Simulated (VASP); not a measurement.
## SnO: electric field gradients with PBE

The system is SnO.

```xyz
4
Lattice="3.7986 0.0000 0.0000 0.0000 3.7986 0.0000 0.0000 0.0000 4.8408" Properties=species:S:1:pos:R:3 pbc="T T T"
Sn    1.8993    0.0000    1.1717
Sn    0.0000    1.8993    3.6691
O     0.0000    0.0000    0.0000
O     1.8993    1.8993    0.0000
```

* Program: VASP 6.6.1
* Task: electric field gradients
* Functional: PBE
* Potentials or basis: VASP PAW PBE potentials, release 64 (Sn_d, O)
* Cutoff: 520 eV
* k mesh: 5 × 5 × 4
* Occupations: fermi-dirac, width 0.02 eV
* Spin: no spin polarisation
* Dipole correction: no
* Further INCAR settings: ALGO = Normal; EDIFF = 1e-08; NBANDS = 28

```json
{"Pressure": "3.5 GPa", "Largest force": "0.089 eV/Å", "Band gap on the k mesh": "0.32 eV (least direct gap 2.08 eV)", "Largest electric field gradient by atom": "Sn -168.7; O +6.1 V/Å²"}
```

Forces on the atoms (eV/Å):
```
Sn   0.000  0.000  0.089
Sn   0.000  0.000 -0.089
O    0.000  0.000  0.000
O    0.000  0.000  0.000
```

Stress tensor (GPa, compression positive):
```
4.17 0.00 0.00
0.00 4.17 0.00
0.00 0.00 2.25
```

Levels at points of the mesh, in eV from the valence-band top:
```tsv
k point	band 18	band 19	band 20	band 21	band 22	band 23
(0.00, 0.00, 0.00)	-3.13	-3.13	0.00	2.12	4.45	4.51
(0.00, 0.00, 0.50)	-3.15	-3.15	-2.36	1.77	2.81	2.81
```

Electric field gradients, principal values (V/Å²):
```csv
atom,least,middle,greatest (by size)
1 Sn,84.330,84.330,-168.660
2 Sn,84.330,84.330,-168.660
3 O,-3.041,-3.041,6.083
4 O,-3.041,-3.041,6.083
```

Wall time 70 s on 1 thread of Intel Xeon 8259CL (shared host), peak memory 0.18 GiB.

Caveat: the cell stands under pressure; semilocal functionals underestimate gaps, and a narrow one can read as zero; without QUAD_EFG the Cq values of the log hold for a quadrupole moment of 1 mb, not for the nuclei; spin-orbit coupling is left out, which moves the levels of the heavy elements. A k mesh can miss the band edges.
